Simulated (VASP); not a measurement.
Wanted: the native input for a VASP 6.6.1 run.

```
Task                   : relaxation of cell and atoms
Functional             : PBE
Potentials or basis    : VASP PAW PBE potentials, release 64 (Ga_d, As)
Cutoff                 : 600 eV
k mesh                 : 10 × 10 × 10
Occupations            : fermi-dirac, width 0.02 eV
Spin                   : no spin polarisation
Dipole correction      : no
Further INCAR settings : ALGO = Normal; EDIFF = 1e-07; IBRION = 2; EDIFFG = -0.005; NSW = 60; ISIF = 3
```

The structure of GaAs (zincblende type) lies in POSCAR:

```
GaAs
1.0
    0.0000000000      2.8976292420      2.8976292420
    2.8976292420      0.0000000000      2.8976292420
    2.8976292420      2.8976292420      0.0000000000
Ga As
1 1
Direct
    0.0000000000      0.0000000000      0.0000000000
    0.2500000000      0.2500000000      0.2500000000
```

One way to write it, as run:

INCAR

```
ALGO = Normal
EDIFF = 1E-7
EDIFFG = -0.005
ENCUT = 600
GGA = PE
IBRION = 2
ISIF = 3
ISMEAR = -1
LASPH = T
LCHARG = F
LREAL = F
LWAVE = F
NELM = 80
NSW = 60
PREC = Accurate
SIGMA = 0.02
```

KPOINTS

```
k-points
0
Gamma
  10 10 10
```

Potentials or basis: VASP PAW PBE potentials, release 64 (Ga_d, As).

The run is started by

```console
$ cat potpaw_PBE.64/Ga_d/POTCAR potpaw_PBE.64/As/POTCAR > POTCAR
$ mpirun -np 1 vasp_std > vasp.out
```

It gave:

```
Relaxed volume                         : 23.76 Å³/atom
Relaxed cell                           : a = 4.066 Å, b = 4.066 Å, c = 4.066 Å, α = 60.00°, β = 60.00°, γ = 60.00°
Space group after relaxing (to 0.05 Å) : F-43m (No. 216)
Energy gained by relaxing              : 2.4 meV/atom
Ionic steps                            : 3
Pressure after relaxing                : 0.0 GPa
Band gap on the k mesh                 : 0.15 eV, direct
```

Wall time 40 s on 1 thread of Intel(R) Xeon(R) 6975P-C (Granite Rapids) (shared host), peak memory 0.23 GiB.
